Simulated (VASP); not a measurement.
# CaF2 (Fluorite) (Fm-3m) in VASP: single point with PBE

Aim: the single point of CaF2 (Fluorite) with PBE.

Program: VASP 6.6.1. These are calculated values, not measurements. Logs are shortened: lines on timing, memory, paths and dates and some standing lists are left out, and cuts for length are marked.

## 1. The cell of the first run

Symmetry: Fm-3m, No. 225, cubic system. Conventional cell: a = 5.462 Å, b = 5.462 Å, c = 5.462 Å, α = 90.00°, β = 90.00°, γ = 90.00°. Within 3.1 Å of Ca (site symmetry m-3m) lie 8 F at 2.37 Å. Within 3.1 Å of F (site symmetry -43m) lie 4 Ca at 2.37 Å and 6 F at 2.73 Å.

## 2. Single point, PBE

File INCAR:

```
SYSTEM = CaF2
PREC = Accurate
ENCUT = 600
EDIFF = 1E-6
ISMEAR = -1
SIGMA = 0.01
LREAL = .FALSE.
LASPH = .TRUE.
NELM = 120
ALGO = Normal
ISIF = 2
LWAVE = .FALSE.
LCHARG = .TRUE.
GGA = PE
LELF = .TRUE.
LVHAR = .TRUE.
NBANDS = 19
GGA_COMPAT = .FALSE.
```

File KPOINTS:

```
Automatic mesh
0
G
  6 6 6
  0 0 0
```

File POSCAR:

```
CaF2
1.0
    0.0000000000      2.7310000000      2.7310000000
    2.7310000000      0.0000000000      2.7310000000
    2.7310000000      2.7310000000      0.0000000000
Ca F
1 2
Direct
    0.0000000000      0.0000000000      0.0000000000
    0.2500000000      0.2500000000      0.2500000000
    0.7500000000      0.7500000000      0.7500000000
```

Potentials or basis: VASP PAW PBE potentials, release 64 (Ca_sv, F).

Run with:

```
> cat potpaw_PBE.64/Ca_sv/POTCAR potpaw_PBE.64/F/POTCAR > POTCAR
> mpirun -np 1 vasp_std > vasp.out
```

OUTCAR:

```text
SYSTEM = CaF2
   PREC = Accurate
   ENCUT = 600
   EDIFF = 1E-6
   ISMEAR = -1
   LREAL = .FALSE.
   LASPH = .TRUE.
   NELM = 120
   ISIF = 2
   GGA = PE

 ion  position               nearest neighbor table
   1  0.000  0.000  0.000-   3 2.37   3 2.37   3 2.37   2 2.37   3 2.37   2 2.37   2 2.37   2 2.37

   2  0.250  0.250  0.250-   1 2.37   1 2.37   1 2.37   1 2.37
   3  0.750  0.750  0.750-   1 2.37   1 2.37   1 2.37   1 2.37

  LATTYP: Found a face centered cubic cell.
 ALAT       =     5.4620000000

  Lattice vectors:

 A1 = (   0.0000000000,   2.7310000000,   2.7310000000)
 A2 = (   2.7310000000,   0.0000000000,   2.7310000000)
 A3 = (   2.7310000000,   2.7310000000,   0.0000000000)

Analysis of symmetry for initial positions (statically):
=====================================================================
 Subroutine PRICEL returns:
 Original cell was already a primitive cell.

 Routine SETGRP: Setting up the symmetry group for a
 face centered cubic supercell.

 Subroutine GETGRP returns: Found 48 space group operations
 (whereof 48 operations were pure point group operations)
 out of a pool of 48 trial point group operations.

The static configuration has the point symmetry O_h .

Analysis of symmetry for dynamics (positions and initial velocities):
=====================================================================
 Subroutine PRICEL returns:
 Original cell was already a primitive cell.

 Routine SETGRP: Setting up the symmetry group for a
 face centered cubic supercell.

 Subroutine GETGRP returns: Found 48 space group operations
 (whereof 48 operations were pure point group operations)
 out of a pool of 48 trial point group operations.

The dynamic configuration has the point symmetry O_h .

 Subroutine INISYM returns: Found 48 space group operations
 (whereof 48 operations are pure point group operations),
 and found     1 'primitive' translations

----------------------------------------------------------------------------------------

                                     Primitive cell

  volume of cell :      40.7376

  direct lattice vectors                    reciprocal lattice vectors
     0.000000000  2.731000000  2.731000000    -0.183083120  0.183083120  0.183083120
     2.731000000  0.000000000  2.731000000     0.183083120 -0.183083120  0.183083120
     2.731000000  2.731000000  0.000000000     0.183083120  0.183083120 -0.183083120

  length of vectors
     3.862217239  3.862217239  3.862217239     0.317109265  0.317109265  0.317109265

  position of ions in fractional coordinates (direct lattice)
     0.000000000  0.000000000  0.000000000
     0.250000000  0.250000000  0.250000000
     0.750000000  0.750000000  0.750000000

  ion indices of the primitive-cell ions
   primitive index   ion index
                 1           1
                 2           2
                 3           3

----------------------------------------------------------------------------------------

 KPOINTS: Automatic mesh

Automatic generation of k-mesh.
 Grid dimensions read from file:
 generate k-points for:    6    6    6

 Generating k-lattice:

  Cartesian coordinates                     Fractional coordinates (reciprocal lattice)
    -0.030513853  0.030513853  0.030513853     0.166666667  0.000000000  0.000000000
     0.030513853 -0.030513853  0.030513853     0.000000000  0.166666667  0.000000000
     0.030513853  0.030513853 -0.030513853     0.000000000  0.000000000  0.166666667

  Length of vectors
     0.052851544  0.052851544  0.052851544

  Shift w.r.t. Gamma in fractional coordinates (k-lattice)
     0.000000000  0.000000000  0.000000000

 Subroutine IBZKPT returns following result:
 ===========================================

 Found     16 irreducible k-points:

 Following reciprocal coordinates:
            Coordinates               Weight
  0.000000  0.000000  0.000000      1.000000
  0.166667  0.000000  0.000000      8.000000
  0.333333  0.000000  0.000000      8.000000
  0.500000  0.000000  0.000000      4.000000
  0.166667  0.166667  0.000000      6.000000
  0.333333  0.166667  0.000000     24.000000
[... 8 lines left out ...]
 -0.333333  0.333333  0.166667     24.000000
 -0.333333  0.500000  0.166667     12.000000
   k-points           NKPTS =     16   k-points in BZ     NKDIM =     16   number of bands    NBANDS=     19
   number of dos      NEDOS =    301   number of ions     NIONS =      3
   total plane-waves  NPLWV =  32768
   dimension x,y,z NGX =    32 NGY =   32 NGZ =   32
   dimension x,y,z NGXF=    64 NGYF=   64 NGZF=   64
   ions per type =               1   2
   NGX,Y,Z   is equivalent  to a cutoff of  13.77, 13.77, 13.77 a.u.
   NGXF,Y,Z  is equivalent  to a cutoff of  27.55, 27.55, 27.55 a.u.
 SYSTEM =  CaF2
   PREC   = accura    normal or accurate (medium, high low for compatibility)
   ISTART =      0    job   : 0-new  1-cont  2-samecut
   ICHARG =      2    charge: 1-file 2-atom 10-const
   ISPIN  =      1    spin polarized calculation?
   LNONCOLLINEAR =      F non collinear calculations
   LSORBIT =      F    spin-orbit coupling
   LASPH  =      T    aspherical Exc in radial PAW
   ENCUT  =  600.0 eV  44.10 Ry    6.64 a.u.   7.71  7.71  7.71*2*pi/ulx,y,z
   NELM   =    120;   NELMIN=  2; NELMDL= -5     # of ELM steps
   EDIFF  = 0.1E-05   stopping-criterion for ELM
   LREAL  =      F    real-space projection
   EDIFFG = 0.1E-04   stopping-criterion for IOM
   NSW    =      0    number of steps for IOM
   IBRION =     -1    ionic relax: 0-MD 1-quasi-New 2-CG
   NFREE  =      0    steps in history (QN), initial steepest desc. (CG)
   ISIF   =      2    stress and relaxation
   ISYM   =      2    0-nonsym 1-usesym 2-fastsym
   POTIM  = 0.5000    time-step for ionic-motion
   TEBEG  =    0.0;   TEEND  =   0.0 temperature during run
   PSTRESS=    0.0 pullay stress
   NELECT =      24.0000    total number of electrons
   NUPDOWN=      -1.0000    fix difference up-down
   EMIN   =  10.00;   EMAX   =-10.00  energy-range for DOS
   EFERMI =   0.00;   METHOD = LEGACY
   ISMEAR =    -1;   SIGMA  =   0.01  broadening in eV -4-tet -1-fermi 0-gaus
   EFERMI_NEDOS =   21; number of points for ismear=-14 and -15
   IALGO  =     38    algorithm
   IMIX   =      4    mixing-type and parameters
     AMIX     =   0.40;   BMIX     =  1.00
     AMIX_MAG =   1.60;   BMIX_MAG =  1.00
  volume/ion in A,a.u.               =      13.58        91.64
  Fermi-wavevector in a.u.,A,eV,Ry     =   1.372398  2.593457 25.626266  1.883477
  Thomas-Fermi vector in A             =   2.498009
   LORBIT       =      0    0 simple, 1 ext, 2 COOP (PROOUT), +10 PAW based schemes
   GGA     = PE    functional components
   LHFCALC =     F    Hartree Fock is set to
   AEXX    =    0.0000 exact exchange contribution
   IVDW    =     0    specifies the selected vdW correction
   LEPSILON=     F    determine dielectric tensor
   LRPA    =     F    only Hartree local field effects (RPA)
 non-spin polarized calculation
  energy-cutoff  :      600.00
  volume of cell :       40.74
 maximum number of plane-waves:      1380
   NGX = 15   NGY = 15   NGZ = 15

 number of electron      23.9999989 magnetization

 Free energy of the ion-electron system (eV)
  ---------------------------------------------------
  ext. energy  EPLUGINS =         0.00000000
  ---------------------------------------------------
  free energy    TOTEN  =       -17.33360891 eV

  energy without entropy =      -17.33360891  energy(sigma->0) =      -17.33360891

 E-fermi :  -0.7483     XC(G=0):  -9.6313

 val. band max:       -0.9716926908   @ k =   0.5000   0.5000   0.0000
 cond. band min:       6.3085694623   @ k =   0.0000   0.0000   0.0000
 fundamental gap:      7.2802621530
 Fermi energy:        -0.7482740666

 k-point     1 :       0.0000    0.0000    0.0000
  band No.  band energies     occupation
      1     -36.9954      2.00000
      2     -20.9064      2.00000
      3     -20.1348      2.00000
      4     -17.9347      2.00000
      5     -17.9347      2.00000
      6     -17.9347      2.00000
[... 11 lines left out ...]
     18      10.2560      0.00000
     19      15.9781      0.00000

 k-point     2 :       0.1667    0.0000    0.0000
  band No.  band energies     occupation
      1     -36.9871      2.00000
      2     -20.9694      2.00000
      3     -20.2069      2.00000
      4     -17.9452      2.00000
      5     -17.9452      2.00000
      6     -17.8168      2.00000
[... 11 lines left out ...]
     18      10.1879      0.00000
     19      14.8413      0.00000

 k-point     3 :       0.3333    0.0000    0.0000
  band No.  band energies     occupation
      1     -36.9704      2.00000
      2     -21.0342      2.00000
      3     -20.4168      2.00000
      4     -17.9661      2.00000
      5     -17.9661      2.00000
      6     -17.5688      2.00000
[... 11 lines left out ...]
     18      10.0522      0.00000
     19      13.2655      0.00000

 k-point     4 :       0.5000    0.0000    0.0000
  band No.  band energies     occupation
      1     -36.9620      2.00000
      2     -21.0283      2.00000
      3     -20.5595      2.00000
      4     -17.9764      2.00000
      5     -17.9764      2.00000
      6     -17.4417      2.00000
[... 11 lines left out ...]
     18       9.9848      0.00000
     19      12.7438      0.00000

 k-point     5 :       0.1667    0.1667    0.0000
  band No.  band energies     occupation
      1     -36.9843      2.00000
      2     -21.0000      2.00000
      3     -20.2129      2.00000
      4     -17.9609      2.00000
      5     -17.9609      2.00000
      6     -17.7611      2.00000
[... 11 lines left out ...]
     18      10.1475      0.00000
     19      15.4901      0.00000

 k-point     6 :       0.3333    0.1667    0.0000
  band No.  band energies     occupation
      1     -36.9704      2.00000
      2     -21.0642      2.00000
      3     -20.3748      2.00000
      4     -17.9843      2.00000
      5     -17.9330      2.00000
      6     -17.5957      2.00000
[... 11 lines left out ...]
     18      10.1946      0.00000
     19      14.2460      0.00000

 k-point     7 :       0.5000    0.1667    0.0000
  band No.  band energies     occupation
      1     -36.9592      2.00000
      2     -21.0124      2.00000
      3     -20.6285      2.00000
      4     -17.9921      2.00000
      5     -17.8640      2.00000
      6     -17.4943      2.00000
[... 11 lines left out ...]
     18      10.9203      0.00000
     19      13.1248      0.00000

 k-point     8 :      -0.3333    0.1667    0.0000
  band No.  band energies     occupation
      1     -36.9620      2.00000
      2     -21.0021      2.00000
      3     -20.6007      2.00000
      4     -17.9766      2.00000
      5     -17.8467      2.00000
      6     -17.5557      2.00000
[... 11 lines left out ...]
     18      10.7473      0.00000
     19      13.4060      0.00000

 k-point     9 :      -0.1667    0.1667    0.0000
  band No.  band energies     occupation
      1     -36.9760      2.00000
      2     -21.0212      2.00000
      3     -20.3413      2.00000
      4     -17.9532      2.00000
      5     -17.9103      2.00000
      6     -17.7043      2.00000
[... 11 lines left out ...]
     18      10.2067      0.00000
     19      14.3848      0.00000

 k-point    10 :       0.3333    0.3333    0.0000
  band No.  band energies     occupation
      1     -36.9621      2.00000
      2     -21.1632      2.00000
      3     -20.3638      2.00000
      4     -18.0128      2.00000
      5     -18.0128      2.00000
      6     -17.4294      2.00000
[... 11 lines left out ...]
     18       9.9682      0.00000
     19      15.5050      0.00000

 k-point    11 :       0.5000    0.3333    0.0000
  band No.  band energies     occupation
      1     -36.9537      2.00000
      2     -21.1407      2.00000
      3     -20.5416      2.00000
      4     -18.0232      2.00000
      5     -17.9236      2.00000
      6     -17.3800      2.00000
[... 11 lines left out ...]
     18      11.7398      0.00000
     19      14.3858      0.00000

 k-point    12 :      -0.3333    0.3333    0.0000
  band No.  band energies     occupation
      1     -36.9537      2.00000
      2     -20.9207      2.00000
      3     -20.8174      2.00000
      4     -18.0052      2.00000
      5     -17.7214      2.00000
      6     -17.5440      2.00000
[... 11 lines left out ...]
     18      12.3748      0.00000
     19      14.1683      0.00000

 k-point    13 :       0.5000    0.5000    0.0000
  band No.  band energies     occupation
      1     -36.9510      2.00000
      2     -21.2355      2.00000
      3     -20.4370      2.00000
      4     -18.0387      2.00000
      5     -18.0387      2.00000
      6     -17.2680      2.00000
[... 11 lines left out ...]
     18      12.3210      0.00000
     19      13.8431      0.00000

 k-point    14 :       0.5000    0.3333    0.1667
  band No.  band energies     occupation
      1     -36.9593      2.00000
      2     -21.0563      2.00000
      3     -20.5739      2.00000
      4     -18.0046      2.00000
      5     -17.8315      2.00000
      6     -17.5248      2.00000
[... 11 lines left out ...]
     18      11.0061      0.00000
     19      14.3170      0.00000

 k-point    15 :      -0.3333    0.3333    0.1667
  band No.  band energies     occupation
      1     -36.9537      2.00000
      2     -20.9247      2.00000
      3     -20.8130      2.00000
      4     -18.0190      2.00000
      5     -17.6872      2.00000
      6     -17.5649      2.00000
[... 11 lines left out ...]
     18      12.2962      0.00000
     19      13.6006      0.00000

 k-point    16 :      -0.3333    0.5000    0.1667
  band No.  band energies     occupation
      1     -36.9509      2.00000
      2     -21.0705      2.00000
      3     -20.6809      2.00000
      4     -18.0405      2.00000
      5     -17.8005      2.00000
      6     -17.4249      2.00000
[... 11 lines left out ...]
     18      13.5654      0.00000
     19      13.6128      0.00000

------------------------ aborting loop because EDIFF is reached ----------------------------------------

  FORCE on cell =-STRESS in cart. coord.  units (eV):
  Direction    XX          YY          ZZ          XY          YZ          ZX
  --------------------------------------------------------------------------------------
  -------------------------------------------------------------------------------------
  Total        0.6168047      0.6168047      0.6168047      0.0000000      0.0000000      0.0000000
  in kB       24.2584567     24.2584567     24.2584567      0.0000000      0.0000000      0.0000000
  external PRESSURE =      24.2584567 kB  Pullay stress =       0.0000000 kB

 VOLUME and BASIS-vectors are now :
 -----------------------------------------------------------------------------
  energy-cutoff  :      600.00
  volume of cell :       40.74
      direct lattice vectors                 reciprocal lattice vectors
     0.000000000  2.731000000  2.731000000    -0.183083120  0.183083120  0.183083120
     2.731000000  0.000000000  2.731000000     0.183083120 -0.183083120  0.183083120
     2.731000000  2.731000000  0.000000000     0.183083120  0.183083120 -0.183083120

 POSITION                                       TOTAL-FORCE (eV/Angst)
 -----------------------------------------------------------------------------------
      0.00000      0.00000      0.00000         0.000000     -0.000000      0.000000
      1.36550      1.36550      1.36550         0.000000      0.000000      0.000000
      4.09650      4.09650      4.09650        -0.000000     -0.000000     -0.000000
 -----------------------------------------------------------------------------------
    total drift:                                0.000000     -0.000000      0.000000

  FREE ENERGIE OF THE ION-ELECTRON SYSTEM (eV)
  ---------------------------------------------------
  free  energy   TOTEN  =       -17.3336089060 eV

  energy  without entropy=      -17.3336089060  energy(sigma->0) =      -17.33360891
```

Wall time 27 s (1 thread of AMD EPYC 7R43 (Zen 3), shared host); peak memory 0.14 GiB.

Results:

* Free energy: -17.3336 eV
* Pressure: 2.4 GPa
* Band gap on the k mesh: 7.28 eV, indirect (least direct gap 7.54 eV)
